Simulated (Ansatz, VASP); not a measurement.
**CdSn5O in VASP and in Ansatz**

Contents of INCAR:

```
SYSTEM = CdSn5O
PREC = Accurate
ENCUT = 600
EDIFF = 1E-6
ISMEAR = 0
SIGMA = 0.2
LREAL = .False.
LASPH = .True.
NELM = 80
ALGO = Normal
ISIF = 3
LWAVE = .False.
LCHARG = .False.
GGA = PE
IBRION = 2
NSW = 36
EDIFFG = -0.08
```

Contents of KPOINTS:

```
regular mesh
0
Gamma
  3 3 3
  0 0 0
```

File POSCAR:

```
CdSn5O
1.0
    5.2759283400      0.0000000000      0.0000000000
    0.0000000000      5.2759283400      0.0000000000
    0.0000000000      0.0000000000      7.1945810200
Cd Sn O
1 5 1
Direct
    0.5000000000      0.5000000000      0.0000000000
    0.5000000000      0.0000000000      0.5000000000
    0.0000000000      0.5000000000      0.5000000000
    0.0000000000      0.0000000000      0.7608258800
    0.0000000000      0.0000000000      0.2391741200
    0.5000000000      0.5000000000      0.5000000000
    0.0000000000      0.0000000000      0.5000000000
```

Input for Ansatz:

```yaml
crystal:
  lattice:
    - [5.27592834, 0.0, 0.0]
    - [0.0, 5.27592834, 0.0]
    - [0.0, 0.0, 7.19458102]
  atoms:
    - { symbol: Cd, position: [0.5, 0.5, 0.0] }
    - { symbol: Sn, position: [0.5, 0.0, 0.5] }
    - { symbol: Sn, position: [0.0, 0.5, 0.5] }
    - { symbol: Sn, position: [0.0, 0.0, 0.76082588] }
    - { symbol: Sn, position: [0.0, 0.0, 0.23917412] }
    - { symbol: Sn, position: [0.5, 0.5, 0.5] }
    - { symbol: O, position: [0.0, 0.0, 0.5] }
basis:
  ecutwfc: 420
kpoints:
  mp_grid: { grid: [3, 3, 3] }
hamiltonian:
  xc: pbe
scf:
  occupations: { method: gaussian, width: 0.2 }
  lower_state_search: "off"
output:
  forces: true
  stress: true
  eigenvalues: true
relax:
  adjacent_minimum: "off"
  f_tol: 0.08
  max_steps: 16
  cell: { stress_tol: 0.8 }
```

Alike in both runs: task relaxation of cell and atoms; functional PBE; k mesh 3 × 3 × 3; occupations gaussian, width 0.2 eV; no spin polarisation.

|  | VASP | Ansatz |
| --- | --- | --- |
| version | VASP 6.6.1 | Ansatz 0.2.0 |
| potentials or method | VASP PAW PBE potentials, release 64 (Cd, Sn_d, O), cutoff 600 eV | scalar-relativistic, plane waves, PAW |
| valence electrons in the cell | 88 | 96 |

|  | VASP | Ansatz | Ansatz less VASP |
| --- | --- | --- | --- |
| gap on the k mesh at the Fermi level, each at its own relaxed structure (eV) | none | none | - |
| relaxed volume (Å³/atom) | 33.57 | 32.97 | -0.604 |
| relaxed length of the cell vector where the two differ most in proportion (Å) | 5.706 | 5.661 | -0.0451 |

A gap of «none» marks a metal or a gap that the smearing closes. VASP's potentials hold 88 valence electrons a cell and Ansatz's 96, so a difference there can come from the potentials and not from the codes.

The k mesh is coarse, so the values compare programs but aren't converged. Noted on VASP's run: the volume moved by over 15 % at a fixed basis, so the end points are rough.
